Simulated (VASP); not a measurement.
# In (I4/mmm) in VASP: single point with PBE

Aim: the single point of In with PBE.

All numbers are computed with VASP 6.6.1; they aren't measurements. Logs are shortened: lines on timing, memory, paths and dates and some standing lists are left out, and cuts for length are marked.

## 1. The cell of the first run

The structure is tetragonal, space group I4/mmm (No. 139). Conventional cell: a = 3.390 Å, b = 3.390 Å, c = 4.781 Å, α = 90.00°, β = 90.00°, γ = 90.00°. Within 4.5 Å of In (site symmetry 4/mmm) lie 12 In at 3.39 Å.

## 2. Single point, PBE

INCAR reads:

```
SYSTEM = In
PREC = Accurate
ENCUT = 520
EDIFF = 1E-7
ISMEAR = 0
SIGMA = 0.05
LREAL = .FALSE.
LASPH = .TRUE.
NELM = 80
ALGO = Fast
ISIF = 2
LWAVE = .FALSE.
LCHARG = .FALSE.
GGA = PE
NBANDS = 12
```

KPOINTS reads:

```
Automatic mesh
0
G
  18 18 18
  0 0 0
```

POSCAR reads:

```
In
1.0
   -1.6951957059      1.6951957059      2.3906405803
    1.6951957059     -1.6951957059      2.3906405803
    1.6951957059      1.6951957059     -2.3906405803
In
1
Direct
    0.0000000000      0.0000000000      0.0000000000
```

Potentials or basis: VASP PAW PBE potentials, release 64 (In_d).

On the command line:

```console
> cat potpaw_PBE.64/In_d/POTCAR > POTCAR
> mpirun -np 1 vasp_std > vasp.out
```

OUTCAR:

```text
SYSTEM = In
   PREC = Accurate
   ENCUT = 520
   EDIFF = 1E-7
   ISMEAR = 0
   LREAL = .FALSE.
   LASPH = .TRUE.
   NELM = 80
   ISIF = 2
   GGA = PE

 ion  position               nearest neighbor table
   1  0.000  0.000  0.000-

  LATTYP: Found a body centered tetragonal cell.
 ALAT       =     3.3903914118
 C/A-ratio  =     1.4102445942

  Lattice vectors:

 A1 = (  -1.6951957059,   1.6951957059,   2.3906405803)
 A2 = (   1.6951957059,  -1.6951957059,   2.3906405803)
 A3 = (   1.6951957059,   1.6951957059,  -2.3906405803)

Analysis of symmetry for initial positions (statically):
=====================================================================
 Subroutine PRICEL returns:
 Original cell was already a primitive cell.

 Routine SETGRP: Setting up the symmetry group for a
 body centered tetragonal supercell.

 Subroutine GETGRP returns: Found 16 space group operations
 (whereof 16 operations were pure point group operations)
 out of a pool of 16 trial point group operations.

The static configuration has the point symmetry D_4h.

Analysis of symmetry for dynamics (positions and initial velocities):
=====================================================================
 Subroutine PRICEL returns:
 Original cell was already a primitive cell.

 Routine SETGRP: Setting up the symmetry group for a
 body centered tetragonal supercell.

 Subroutine GETGRP returns: Found 16 space group operations
 (whereof 16 operations were pure point group operations)
 out of a pool of 16 trial point group operations.

The dynamic configuration has the point symmetry D_4h.

 Subroutine INISYM returns: Found 16 space group operations
 (whereof 16 operations are pure point group operations),
 and found     1 'primitive' translations

----------------------------------------------------------------------------------------

                                     Primitive cell

  volume of cell :      27.4798

  direct lattice vectors                    reciprocal lattice vectors
    -1.695195706  1.695195706  2.390640580     0.000000000  0.294951195  0.209148964
     1.695195706 -1.695195706  2.390640580     0.294951195  0.000000000  0.209148964
     1.695195706  1.695195706 -2.390640580     0.294951195  0.294951195  0.000000000

  length of vectors
     3.385637214  3.385637214  3.385637214     0.361579171  0.361579171  0.417123981

  position of ions in fractional coordinates (direct lattice)
     0.000000000  0.000000000  0.000000000

  ion indices of the primitive-cell ions
   primitive index   ion index
                 1           1

----------------------------------------------------------------------------------------

 KPOINTS: Automatic mesh

Automatic generation of k-mesh.
 Grid dimensions read from file:
 generate k-points for:   18   18   18

 Generating k-lattice:

  Cartesian coordinates                     Fractional coordinates (reciprocal lattice)
     0.000000000  0.016386178  0.011619387     0.055555556  0.000000000  0.000000000
     0.016386178  0.000000000  0.011619387     0.000000000  0.055555556  0.000000000
     0.016386178  0.016386178  0.000000000     0.000000000  0.000000000  0.055555556

  Length of vectors
     0.020087732  0.020087732  0.023173554

  Shift w.r.t. Gamma in fractional coordinates (k-lattice)
     0.000000000  0.000000000  0.000000000

 Subroutine IBZKPT returns following result:
 ===========================================

 Found    480 irreducible k-points:

 Following reciprocal coordinates:
            Coordinates               Weight
  0.000000  0.000000  0.000000      1.000000
  0.055556  0.000000 -0.000000      8.000000
  0.111111  0.000000 -0.000000      8.000000
  0.166667 -0.000000  0.000000      8.000000
  0.222222 -0.000000  0.000000      8.000000
  0.277778  0.000000  0.000000      8.000000
[... 16 lines left out ...]
 -0.277778  0.055556 -0.000000     16.000000
 -0.222222  0.055556  0.000000     16.000000
 [... further k-points ...]
   k-points           NKPTS =    480   k-points in BZ     NKDIM =    480   number of bands    NBANDS=     12
   number of dos      NEDOS =    301   number of ions     NIONS =      1
   total plane-waves  NPLWV =  21952
   dimension x,y,z NGX =    28 NGY =   28 NGZ =   28
   dimension x,y,z NGXF=    56 NGYF=   56 NGZF=   56
   ions per type =               1
   NGX,Y,Z   is equivalent  to a cutoff of  13.75, 13.75, 13.75 a.u.
   NGXF,Y,Z  is equivalent  to a cutoff of  27.50, 27.50, 27.50 a.u.
 SYSTEM =  In
   PREC   = accura    normal or accurate (medium, high low for compatibility)
   ISTART =      0    job   : 0-new  1-cont  2-samecut
   ICHARG =      2    charge: 1-file 2-atom 10-const
   ISPIN  =      1    spin polarized calculation?
   LNONCOLLINEAR =      F non collinear calculations
   LSORBIT =      F    spin-orbit coupling
   LASPH  =      T    aspherical Exc in radial PAW
   ENCUT  =  520.0 eV  38.22 Ry    6.18 a.u.   6.30  6.30  6.30*2*pi/ulx,y,z
   NELM   =     80;   NELMIN=  2; NELMDL= -5     # of ELM steps
   EDIFF  = 0.1E-06   stopping-criterion for ELM
   LREAL  =      F    real-space projection
   EDIFFG = 0.1E-05   stopping-criterion for IOM
   NSW    =      0    number of steps for IOM
   IBRION =     -1    ionic relax: 0-MD 1-quasi-New 2-CG
   NFREE  =      0    steps in history (QN), initial steepest desc. (CG)
   ISIF   =      2    stress and relaxation
   ISYM   =      2    0-nonsym 1-usesym 2-fastsym
   POTIM  = 0.5000    time-step for ionic-motion
   TEBEG  =    0.0;   TEEND  =   0.0 temperature during run
   PSTRESS=    0.0 pullay stress
   NELECT =      13.0000    total number of electrons
   NUPDOWN=      -1.0000    fix difference up-down
   EMIN   =  10.00;   EMAX   =-10.00  energy-range for DOS
   EFERMI =   0.00;   METHOD = LEGACY
   ISMEAR =     0;   SIGMA  =   0.05  broadening in eV -4-tet -1-fermi 0-gaus
   EFERMI_NEDOS =   21; number of points for ismear=-14 and -15
   IALGO  =     68    algorithm
   IMIX   =      4    mixing-type and parameters
     AMIX     =   0.40;   BMIX     =  1.00
     AMIX_MAG =   1.60;   BMIX_MAG =  1.00
  volume/ion in A,a.u.               =      27.48       185.44
  Fermi-wavevector in a.u.,A,eV,Ry     =   1.275610  2.410554 22.139144  1.627181
  Thomas-Fermi vector in A             =   2.408313
   LORBIT       =      0    0 simple, 1 ext, 2 COOP (PROOUT), +10 PAW based schemes
   GGA     = PE    functional components
   LHFCALC =     F    Hartree Fock is set to
   AEXX    =    0.0000 exact exchange contribution
   IVDW    =     0    specifies the selected vdW correction
   LEPSILON=     F    determine dielectric tensor
   LRPA    =     F    only Hartree local field effects (RPA)
 non-spin polarized calculation
 RMM-DIIS sequential band-by-band and
 Gauss-broadening in eV      SIGMA  =   0.05
  energy-cutoff  :      520.00
  volume of cell :       27.48
 maximum number of plane-waves:       754
 NGX is ok and might be reduce to    28
   NGX = 13   NGY = 13   NGZ = 13

 number of electron      12.9999997 magnetization

 Free energy of the ion-electron system (eV)
  ---------------------------------------------------
  ext. energy  EPLUGINS =         0.00000000
  ---------------------------------------------------
  free energy    TOTEN  =        -2.56141691 eV

  energy without entropy =       -2.56067673  energy(sigma->0) =       -2.56104682

 E-fermi :   6.9737     XC(G=0): -10.0221

 val. band max:        6.9716573540   @ k =  -0.3333  -0.4444   0.2222
 cond. band min:       6.9810927781   @ k =   0.4444   0.2222   0.1111
 fundamental gap:      0.0094354241
 Fermi energy:         6.9736532992

 k-point     1 :       0.0000    0.0000    0.0000
  band No.  band energies     occupation
      1      -7.6109      2.00000
      2      -7.6109      2.00000
      3      -7.6079      2.00000
      4      -7.4624      2.00000
      5      -7.4588      2.00000
      6      -2.2340      2.00000
      7      17.1067      0.00000
      8      17.1134      0.00000
      9      17.1134      0.00000
     10      18.3906      0.00000
     11      20.5612      0.00000
     12      20.5649      0.00000

 k-point     2 :       0.0556    0.0000   -0.0000
  band No.  band energies     occupation
      1      -7.6108      2.00000
      2      -7.6061      2.00000
      3      -7.6039      2.00000
      4      -7.4630      2.00000
      5      -7.4594      2.00000
      6      -2.1691      2.00000
      7      16.2446      0.00000
      8      16.9898      0.00000
      9      16.9912      0.00000
     10      18.2068      0.00000
     11      20.7672      0.00000
     12      20.7690      0.00000

 k-point     3 :       0.1111    0.0000   -0.0000
  band No.  band energies     occupation
      1      -7.6128      2.00000
      2      -7.5938      2.00000
      3      -7.5917      2.00000
      4      -7.4631      2.00000
      5      -7.4598      2.00000
      6      -1.9736      2.00000
      7      14.5197      0.00000
      8      16.6931      0.00000
      9      16.6989      0.00000
     10      18.0933      0.00000
     11      21.3042      0.00000
     12      21.3067      0.00000
[... 286 lines left out ...]
 k-point    23 :      -0.2778    0.0556   -0.0000
  band No.  band energies     occupation
      1      -7.6328      2.00000
      2      -7.5730      2.00000
      3      -7.5637      2.00000
      4      -7.4435      2.00000
      5      -7.4030      2.00000
      6      -0.7408      2.00000
      7       9.7456      0.00000
      8      14.9766      0.00000
      9      15.7995      0.00000
     10      17.9423      0.00000
     11      19.7635      0.00000
     12      21.3809      0.00000

 k-point    24 :      -0.2222    0.0556    0.0000
  band No.  band energies     occupation
      1      -7.6272      2.00000
      2      -7.5699      2.00000
      3      -7.5635      2.00000
      4      -7.4671      2.00000
      5      -7.4290      2.00000
      6      -1.2942      2.00000
      7      11.5024      0.00000
      8      15.2752      0.00000
      9      16.1500      0.00000
     10      18.2387      0.00000
     11      19.9552      0.00000
     12      21.4604      0.00000

 [... further k-points ...]

------------------------ aborting loop because EDIFF is reached ----------------------------------------

  FORCE on cell =-STRESS in cart. coord.  units (eV):
  Direction    XX          YY          ZZ          XY          YZ          ZX
  --------------------------------------------------------------------------------------
  -------------------------------------------------------------------------------------
  Total       -0.0051778     -0.0051778     -0.0080616      0.0000000     -0.0000000      0.0000000
  in kB       -0.3018837     -0.3018837     -0.4700228      0.0000000     -0.0000000      0.0000000
  external PRESSURE =      -0.3579300 kB  Pullay stress =       0.0000000 kB

 VOLUME and BASIS-vectors are now :
 -----------------------------------------------------------------------------
  energy-cutoff  :      520.00
  volume of cell :       27.48
      direct lattice vectors                 reciprocal lattice vectors
    -1.695195706  1.695195706  2.390640580     0.000000000  0.294951195  0.209148964
     1.695195706 -1.695195706  2.390640580     0.294951195  0.000000000  0.209148964
     1.695195706  1.695195706 -2.390640580     0.294951195  0.294951195  0.000000000

 POSITION                                       TOTAL-FORCE (eV/Angst)
 -----------------------------------------------------------------------------------
      0.00000      0.00000      0.00000         0.000000      0.000000     -0.000000
 -----------------------------------------------------------------------------------
    total drift:                                0.000000      0.000000      0.000000

  FREE ENERGIE OF THE ION-ELECTRON SYSTEM (eV)
  ---------------------------------------------------
  free  energy   TOTEN  =        -2.5614169057 eV

  energy  without entropy=       -2.5606767310  energy(sigma->0) =       -2.56104682
```

Wall time 5.8 min (1 thread of AMD EPYC 7R43 (Zen 3), shared host); peak memory 0.23 GiB.

Results:

- Free energy: -2.5614 eV
- Pressure: 0.0 GPa

Caveat: spin-orbit coupling is left out, which moves the levels of the heavy elements.
